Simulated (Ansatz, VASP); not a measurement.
# Two plane-wave programs on Sr

```xyz
2
Lattice="3.9583 0.0000 0.0000 -1.9792 3.8346 0.0000 0.0000 0.0000 7.2588" Properties=species:S:1:pos:R:3 pbc="T T T"
Sr    0.0000    2.5564    1.8147
Sr    1.9792    1.2782    5.4441
```

Change from the starting cell: strain +e along x and -e along y -0.0550, strain +e along z and -e/2 along x and y +0.0350.

Alike in both runs: task single point; functional PBE; k mesh 12 × 12 × 6; occupations gaussian, width 0.15 eV; no spin polarisation.

|  | VASP | Ansatz |
| --- | --- | --- |
| version | VASP 6.6.1 | Ansatz 0.2.0 |
| potentials or method | VASP PAW PBE potentials, release 64 (Sr_sv), cutoff 520 eV | scalar-relativistic, plane waves, PAW |
| valence electrons in the cell | 20 | 20 |

|  | VASP | Ansatz | Ansatz less VASP |
| --- | --- | --- | --- |
| gap on the k mesh at the Fermi level (eV) | none | none | - |
| pressure (GPa) | 0.1 | 0.1 | 0.00 |
| traceless stress, the component that is largest in VASP (GPa) | 1.86 | 1.86 | -0.002 |
| rms of the force components (eV/Å) | 0.046 | 0.046 | -0.0002 |

Atom by atom the forces differ by 0.000 eV/Å (rms over components). A gap of «none» marks a metal or a gap that the smearing closes. With one functional, cell and mesh, what is left measures potentials, basis and numerics.
